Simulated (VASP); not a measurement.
# Mg9O8 (a cell with a defect) in VASP: notebook, part 2 of 3

VASP 6.6.1.

## Step 4: Single point, LDA

INCAR reads:

```
ALGO = Normal ; EDIFF = 1E-6
ENCUT = 520 ; ISIF = 2
ISMEAR = -1 ; LASPH = True
LCHARG = False ; LREAL = Auto
LWAVE = False ; NBANDS = 47
NELM = 80 ; PREC = Accurate
SIGMA = 0.02
```

KPOINTS reads:

```
k-points
0
Gamma
  3 3 3
```

POSCAR reads:

```
Mg9O8
1.0
    0.0000000000      4.3520000000      4.3520000000
    4.3520000000      0.0000000000      4.3520000000
    4.3520000000      4.3520000000      0.0000000000
Mg O
9 8
Direct
    0.0137363281     -0.0218859145     -0.0316264936
    0.0356005285      0.0910695083      0.3200329733
   -0.0822780331      0.5266900276      0.0627665441
    0.0107594210      0.4322456342      0.5041831342
    0.5254998851      0.0120633042     -0.0052705653
    0.5179732307     -0.0200485983      0.5109690947
    0.4882823989      0.5013534007      0.0246530331
    0.5503504136      0.4465255055      0.5506709559
    0.0876665901      0.7031077665      0.6241941636
    0.2669071691      0.2628855699      0.2255994945
    0.2284585248      0.2880768612      0.7537563189
    0.2130874311      0.7571133961      0.2448905101
    0.2879565717      0.7173042279      0.7688219210
    0.7015743336      0.2816122472      0.2700954733
    0.7379202665      0.2600236673      0.8052860754
    0.7386309743      0.7465140165      0.2775944393
    0.7147195542      0.7396683134      0.8071832491
```

Potentials or basis: VASP PAW LDA potentials, release 64 (Mg, O).

Command:

```console
$ cat potpaw_LDA.64/Mg/POTCAR potpaw_LDA.64/O/POTCAR > POTCAR
$ mpirun -np 1 vasp_std > vasp.out
```

OUTCAR:

```text
EDIFF = 1E-6
   ENCUT = 520
   ISIF = 2
   ISMEAR = -1
   LASPH = True
   LREAL = Auto
   NELM = 80
   PREC = Accurate

 ion  position               nearest neighbor table
   1  0.014  0.978  0.968-  15 1.98  13 2.03  12 2.09  16 2.24  11 2.32  14 2.63   2 2.66   4 2.83
                             5 2.83   3 2.84   7 2.95   6 2.97   9 3.07   6 3.21   7 3.25   4 3.33
   2  0.036  0.091  0.320-  10 1.88  14 1.89  12 1.96   9 2.16   3 2.28   5 2.61   1 2.66   4 2.76
                             8 2.84   6 3.10   6 3.36   1 3.63
   3  0.918  0.527  0.063-  16 1.91  17 2.00  14 2.01   9 2.22   2 2.28  10 2.30  11 2.40  13 2.50
                             8 2.69   5 2.73   4 2.77   1 2.84   7 2.85   7 3.33   1 3.42   5 3.48
   4  0.011  0.432  0.504-  10 1.99  15 2.02  11 2.11  16 2.21  12 2.33   9 2.43  17 2.66   8 2.66
                             2 2.76   3 2.77   1 2.83   6 2.97   7 2.97   6 3.22   7 3.24   1 3.33
   5  0.525  0.012  0.995-  15 2.02  17 2.03  10 2.10  16 2.17  11 2.35  12 2.48   2 2.61   8 2.71
                             3 2.73   1 2.83   7 3.00   6 3.06   6 3.11   7 3.17   9 3.26   1 3.35
   6  0.518  0.980  0.511-  16 2.03  14 2.14  13 2.15  17 2.17  10 2.34  11 2.41   4 2.97   1 2.97
                             7 3.06   5 3.06   8 3.08   2 3.10   5 3.11   7 3.11   8 3.11   1 3.21
   7  0.488  0.501  0.025-  13 1.99  14 2.00  15 2.01  10 2.01  17 2.03  12 2.09   3 2.85   8 2.92
                             1 2.95   4 2.97   5 3.00   6 3.06   6 3.11   5 3.17   4 3.24   1 3.25
   8  0.550  0.447  0.551-  15 1.95  14 2.02  13 2.14  16 2.16  11 2.16   9 2.40   4 2.66   3 2.69
                             5 2.71  12 2.80   2 2.84   7 2.92   6 3.08   6 3.11   7 3.28   5 3.45
   9  0.088  0.703  0.624-  13 1.90  17 1.93  12 1.96  11 2.09   2 2.16   3 2.22   8 2.40   4 2.43
                             1 3.07   5 3.26   6 3.31   6 3.45   5 3.63
  10  0.267  0.263  0.226-   2 1.88   4 1.99   7 2.01   5 2.10   3 2.30   6 2.34
  11  0.228  0.288  0.754-   9 2.09   4 2.11   8 2.16   1 2.32   5 2.35   3 2.40   6 2.41
  12  0.213  0.757  0.245-   2 1.96   9 1.96   7 2.09   1 2.09   4 2.33   5 2.48   8 2.80
  13  0.288  0.717  0.769-   9 1.90   7 1.99   1 2.03   8 2.14   6 2.15   3 2.50
  14  0.702  0.282  0.270-   2 1.89   7 2.00   3 2.01   8 2.02   6 2.14   1 2.63
  15  0.738  0.260  0.805-   8 1.95   1 1.98   7 2.01   4 2.02   5 2.02
  16  0.739  0.747  0.278-   3 1.91   6 2.03   8 2.16   5 2.17   4 2.21   1 2.24
  17  0.715  0.740  0.807-   9 1.93   3 2.00   7 2.03   5 2.03   6 2.17   4 2.66

  LATTYP: Found a face centered cubic cell.
 ALAT       =     8.7040000000

  Lattice vectors:

 A1 = (   0.0000000000,   4.3520000000,   4.3520000000)
 A2 = (   4.3520000000,   0.0000000000,   4.3520000000)
 A3 = (   4.3520000000,   4.3520000000,   0.0000000000)

Analysis of symmetry for initial positions (statically):
=====================================================================
 Subroutine PRICEL returns:
 Original cell was already a primitive cell.

 Routine SETGRP: Setting up the symmetry group for a
 face centered cubic supercell.

 Subroutine GETGRP returns: Found  1 space group operations
 (whereof  1 operations were pure point group operations)
 out of a pool of 48 trial point group operations.

The static configuration has the point symmetry C_1 .

Analysis of symmetry for dynamics (positions and initial velocities):
=====================================================================
 Subroutine PRICEL returns:
 Original cell was already a primitive cell.

 Routine SETGRP: Setting up the symmetry group for a
 face centered cubic supercell.

 Subroutine GETGRP returns: Found  1 space group operations
 (whereof  1 operations were pure point group operations)
 out of a pool of 48 trial point group operations.

The dynamic configuration has the point symmetry C_1 .

 Subroutine INISYM returns: Found  1 space group operations
 (whereof  1 operations are pure point group operations),
[... 105 lines left out ...]
 SYSTEM =  unknown system
   PREC   = accura    normal or accurate (medium, high low for compatibility)
   ISTART =      0    job   : 0-new  1-cont  2-samecut
   ICHARG =      2    charge: 1-file 2-atom 10-const
   ISPIN  =      1    spin polarized calculation?
   LNONCOLLINEAR =      F non collinear calculations
   LSORBIT =      F    spin-orbit coupling
   LASPH  =      T    aspherical Exc in radial PAW
   ENCUT  =  520.0 eV  38.22 Ry    6.18 a.u.  11.44 11.44 11.44*2*pi/ulx,y,z
   NELM   =     80;   NELMIN=  2; NELMDL= -5     # of ELM steps
   EDIFF  = 0.1E-05   stopping-criterion for ELM
   LREAL  =      T    real-space projection
   EDIFFG = 0.1E-04   stopping-criterion for IOM
   NSW    =      0    number of steps for IOM
   IBRION =     -1    ionic relax: 0-MD 1-quasi-New 2-CG
   NFREE  =      0    steps in history (QN), initial steepest desc. (CG)
   ISIF   =      2    stress and relaxation
   ISYM   =      2    0-nonsym 1-usesym 2-fastsym
   POTIM  = 0.5000    time-step for ionic-motion
   TEBEG  =    0.0;   TEEND  =   0.0 temperature during run
   PSTRESS=    0.0 pullay stress
   NELECT =      66.0000    total number of electrons
   NUPDOWN=      -1.0000    fix difference up-down
   EMIN   =  10.00;   EMAX   =-10.00  energy-range for DOS
   EFERMI =   0.00;   METHOD = LEGACY
   ISMEAR =    -1;   SIGMA  =   0.02  broadening in eV -4-tet -1-fermi 0-gaus
   EFERMI_NEDOS =   21; number of points for ismear=-14 and -15
   IALGO  =     38    algorithm
   IMIX   =      4    mixing-type and parameters
     AMIX     =   0.40;   BMIX     =  1.00
     AMIX_MAG =   1.60;   BMIX_MAG =  1.00
  volume/ion in A,a.u.               =       9.70        65.44
  Fermi-wavevector in a.u.,A,eV,Ry     =   1.206583  2.280112 19.807945  1.455843
  Thomas-Fermi vector in A             =   2.342246
   LORBIT       =      0    0 simple, 1 ext, 2 COOP (PROOUT), +10 PAW based schemes
   GGA     = CA    functional components
   LHFCALC =     F    Hartree Fock is set to
   AEXX    =    0.0000 exact exchange contribution
   IVDW    =     0    specifies the selected vdW correction
   LEPSILON=     F    determine dielectric tensor
   LRPA    =     F    only Hartree local field effects (RPA)
 non-spin polarized calculation
  energy-cutoff  :      520.00
  volume of cell :      164.85
 maximum number of plane-waves:      4477
 NGX is ok and might be reduce to    48
   NGX = 23   NGY = 23   NGZ = 23

 number of electron      66.0000002 magnetization

 Free energy of the ion-electron system (eV)
  ---------------------------------------------------
  ext. energy  EPLUGINS =         0.00000000
  ---------------------------------------------------
  free energy    TOTEN  =       -97.95330930 eV

  energy without entropy =      -97.95330104  energy(sigma->0) =      -97.95330517

 E-fermi :   8.2025     XC(G=0): -11.4124

 val. band max:        8.0169455560   @ k =   0.0000  -0.3333   0.3333
 cond. band min:       8.3862652732   @ k =   0.0000   0.3333   0.0000
 fundamental gap:      0.3693197172
 Fermi energy:         8.2025147346

 k-point     1 :       0.0000    0.0000    0.0000
  band No.  band energies     occupation
      1     -14.1225      2.00000
      2     -13.1082      2.00000
      3     -12.9975      2.00000
      4     -12.9430      2.00000
      5     -12.9107      2.00000
      6     -12.7567      2.00000
[... 661 lines left out ...]
     44      13.1073      0.00000
     45      13.3391      0.00000
 [bands above 45 left out]

------------------------ aborting loop because EDIFF is reached ----------------------------------------

  FORCE on cell =-STRESS in cart. coord.  units (eV):
  Direction    XX          YY          ZZ          XY          YZ          ZX
  --------------------------------------------------------------------------------------
  -------------------------------------------------------------------------------------
  Total       12.2093605     16.3545866     14.4325649      0.3569347     -4.9880984     -1.9033720
  in kB      118.6606827    158.9474258    140.2676255      3.4689872    -48.4784737    -18.4985465
  external PRESSURE =     139.2919113 kB  Pullay stress =       0.0000000 kB

 VOLUME and BASIS-vectors are now :
 -----------------------------------------------------------------------------
  energy-cutoff  :      520.00
  volume of cell :      164.85
      direct lattice vectors                 reciprocal lattice vectors
     0.000000000  4.352000000  4.352000000    -0.114889706  0.114889706  0.114889706
     4.352000000  0.000000000  4.352000000     0.114889706 -0.114889706  0.114889706
     4.352000000  4.352000000  0.000000000     0.114889706  0.114889706 -0.114889706

 POSITION                                       TOTAL-FORCE (eV/Angst)
 -----------------------------------------------------------------------------------
      8.47111      4.27414      4.31653         0.006520      0.000725      0.020576
      1.78912      1.54772      0.55127         0.044742      0.051782     -0.073215
      2.56532      4.26709      6.28608        -0.028451     -0.004200      0.020080
      4.07534      2.24103      1.92796         0.026549      0.016384     -0.013136
      4.38156      6.61604      2.33947        -0.014869     -0.020218     -0.014408
      6.48849      4.47796      6.51897         0.058693      0.001548     -0.008532
[... 9 lines left out ...]
      4.45692      4.42261      6.46335         0.059159      0.007653      0.018119
      6.73190      6.62332      6.32950         0.006769     -0.012368     -0.003527
 -----------------------------------------------------------------------------------
    total drift:                                0.005746      0.002923     -0.005496

  FREE ENERGIE OF THE ION-ELECTRON SYSTEM (eV)
  ---------------------------------------------------
  free  energy   TOTEN  =       -97.9533093010 eV

  energy  without entropy=      -97.9533010420  energy(sigma->0) =      -97.95330517
```

Wall time 2.8 min (1 thread of Intel Xeon 6975P-C (Granite Rapids), shared host); peak memory 0.28 GiB.

Results:

| Quantity | Value |
| --- | --- |
| Free energy | -97.9533 eV |
| Pressure | 13.9 GPa |
| Largest force | 0.100 eV/Å |
| Band gap on the k mesh | 0.37 eV |

Forces in eV/Å, atoms in the order of the input:
```
Mg   0.007  0.001  0.021
Mg   0.045  0.052 -0.073
Mg  -0.028 -0.004  0.020
Mg   0.027  0.016 -0.013
Mg  -0.015 -0.020 -0.014
Mg   0.059  0.002 -0.009
Mg   0.010  0.009  0.000
Mg  -0.004  0.000 -0.013
Mg  -0.081  0.021 -0.052
O   -0.027  0.000  0.064
O   -0.009 -0.018  0.023
O   -0.041 -0.026  0.034
O    0.025  0.019  0.033
O   -0.028 -0.054 -0.021
O   -0.005  0.009 -0.014
O    0.059  0.008  0.018
O    0.007 -0.012 -0.004
```

Stress tensor (GPa, compression positive):
```
11.87  0.35 -1.85
 0.35 15.89 -4.85
-1.85 -4.85 14.03
```

Levels at points of the mesh, in eV from the valence-band top:
```tsv
k point	band 30	band 31	band 32	band 33	band 34	band 35	band 36	band 37
(0.00, 0.00, 0.00)	-5.58	-5.43	-5.36	-2.22	0.54	0.91	1.19	1.41
```

(Part 2 of 3 ends here.)
